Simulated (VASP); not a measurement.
Wanted: the native input for a VASP 6.6.1 run.

```yaml
Task: single point
Functional: LDA
Potentials_or_basis: VASP PAW LDA potentials, release 64 (Al, Cu)
Cutoff: 520 eV
k_mesh: 12 × 12 × 12
Occupations: fermi-dirac, width 0.15 eV
Spin: no spin polarisation
Dipole_correction: no
Further_INCAR_settings: ALGO = Normal; EDIFF = 1e-06; NBANDS = 26
```

The structure of AlCu3 lies in POSCAR:

```
AlCu3
1.0
    0.0000000000      2.8500014744      2.8500014744
    2.8500014744      0.0000000000      2.8500014744
    2.8500014744      2.8500014744      0.0000000000
Al Cu
1 3
Direct
    0.0000000000      0.0000000000      0.0000000000
    0.5000000000      0.5000000000      0.5000000000
    0.2500000000      0.2500000000      0.2500000000
    0.7500000000      0.7500000000      0.7500000000
```

The input as run:

INCAR

```
PREC = Accurate
ENCUT = 520
EDIFF = 1E-6
ISMEAR = -1
SIGMA = 0.15
LREAL = F
LASPH = T
NELM = 80
ALGO = Normal
ISIF = 2
LWAVE = F
LCHARG = F
GGA = CA
NBANDS = 26
```

KPOINTS

```
Automatic mesh
0
Gamma
  12 12 12
```

Potentials or basis: VASP PAW LDA potentials, release 64 (Al, Cu).

Command:

```bash
$ cat potpaw_LDA.64/Al/POTCAR potpaw_LDA.64/Cu/POTCAR > POTCAR
$ mpirun -np 1 vasp_std > vasp.out
```

It gave:

* Pressure: 0.7 GPa
* Band gap on the k mesh: zero (band 18 reaches 12.80 eV, above the bottom of band 19 at 6.77 eV)

Wall time 63 s on 1 thread of Intel(R) Xeon(R) Platinum 8488C (Sapphire Rapids) (shared host), peak memory 0.19 GiB.
